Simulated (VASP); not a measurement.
Write the native input for VASP 6.6.1 that does the following.

| Item | Value |
| --- | --- |
| Task | single point |
| Functional | PBEsol |
| Potentials or basis | VASP PAW PBE potentials, release 64 (Co, W_sv) |
| Cutoff | 520 eV |
| k mesh | 12 × 12 × 12 |
| Occupations | gaussian, width 0.15 eV |
| Spin | no spin polarisation |
| Dipole correction | no |
| Further INCAR settings | ALGO = Fast; EDIFF = 1e-06; NBANDS = 34 |

The structure of CoW3 lies in POSCAR:

```
CoW3
1.0
    3.8582449768      0.0000000000      0.0000000000
    0.0000000000      3.8582449768      0.0000000000
    0.0000000000      0.0000000000      3.9547011012
Co W
1 3
Direct
    0.0000000000      0.0000000000      0.0000000000
    0.0000000000      0.5000000000      0.5000000000
    0.5000000000      0.0000000000      0.5000000000
    0.5000000000      0.5000000000      0.0000000000
```

This cell differs from its parent crystal: strain +0.000 along x and y, +0.025 along z.

One way to write it, as run:

INCAR

```
SYSTEM = CoW3
PREC     = Accurate       ! precision mode
ENCUT    = 520            ! plane-wave cutoff, eV
EDIFF    = 1E-6           ! SCF threshold, eV
ISMEAR   = 0              ! smearing method
SIGMA    = 0.15           ! smearing width, eV
LREAL    = .FALSE.        ! projectors in reciprocal space
LASPH    = .TRUE.         ! aspherical terms in the spheres
NELM     = 60             ! most SCF steps
ALGO     = Fast           ! electronic algorithm
ISIF     = 2              ! what is computed and relaxed
LWAVE    = .FALSE.        ! write WAVECAR
LCHARG   = .FALSE.        ! write CHGCAR
GGA      = PS             ! functional
NBANDS   = 34             ! bands
```

KPOINTS

```
regular mesh
0
G
  12 12 12
  0 0 0
```

Potentials or basis: VASP PAW PBE potentials, release 64 (Co, W_sv).

Run with:

```console
$ cat potpaw_PBE.64/Co/POTCAR potpaw_PBE.64/W_sv/POTCAR > POTCAR
$ mpirun -np 1 vasp_std > vasp.out
```

It gave:

```yaml
Pressure: -6.4 GPa
Band_gap_on_the_k_mesh: zero (an odd number of electrons rules out a gap without spin polarisation)
```

Caveat: the cell differs from its parent crystal (strain +0.000 along x and y, +0.025 along z); the cell stands under tension; the PAW data sets were made with another functional, which shifts forces and pressure a little; spin-orbit coupling is left out, which moves the levels of the heavy elements; the run has no spin polarisation, though such a crystal can be magnetic.

It took 3.9 min on 1 thread of Intel(R) Xeon(R) 6975P-C (Granite Rapids), on a shared host, peak memory 0.41 GiB.
